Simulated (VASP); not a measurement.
# SnCl3: single point with PBE

SnCl3:

```
Sn Cl
1.0
     5.27304    0.00000    0.00000
     0.00000    5.27304    0.00000
     0.00000    0.00000    5.27304
Sn Cl
1 3
Direct
  0.50000 0.50000 0.50000
  0.00000 0.50000 0.50000
  0.50000 0.00000 0.50000
  0.50000 0.50000 0.00000
```

```json
{
  "Program": "VASP 6.6.1",
  "Task": "single point",
  "Functional": "PBE",
  "Potentials or basis": "VASP PAW PBE potentials, release 64 (Sn_d, Cl)",
  "Cutoff": "520 eV",
  "k mesh": "10 × 10 × 10",
  "Occupations": "gaussian, width 0.1 eV",
  "Spin": "no spin polarisation"
}
```

* Pressure: -1.0 GPa
* Band gap on the k mesh: zero (an odd number of electrons rules out a gap without spin polarisation)

Levels at points of the mesh, in eV from the Fermi level:
```csv
k point,band 14,band 15,band 16,band 17,band 18,band 19,band 20,band 21
"(0.00, 0.00, 0.00)",-1.56,-1.56,-1.54,-1.54,-1.54,5.65,7.75,7.75
"(0.50, 0.00, 0.00)",-1.77,-1.63,-1.54,-1.54,-0.15,3.96,7.03,7.03
"(0.50, 0.50, 0.00)",-1.96,-1.76,-1.76,-1.00,1.33,3.37,3.37,6.38
"(0.50, 0.50, 0.50)",-2.38,-1.00,-1.00,-1.00,2.75,2.75,2.75,2.75
```

Run time: 4.6 min on 1 thread of Intel Xeon 8259CL, with other jobs on the host, peak memory 0.35 GiB.

Caveat: spin-orbit coupling is left out, which moves the levels of the heavy elements; an odd number of electrons without spin polarisation forces a metal; a magnetic or distorted state may lie lower.
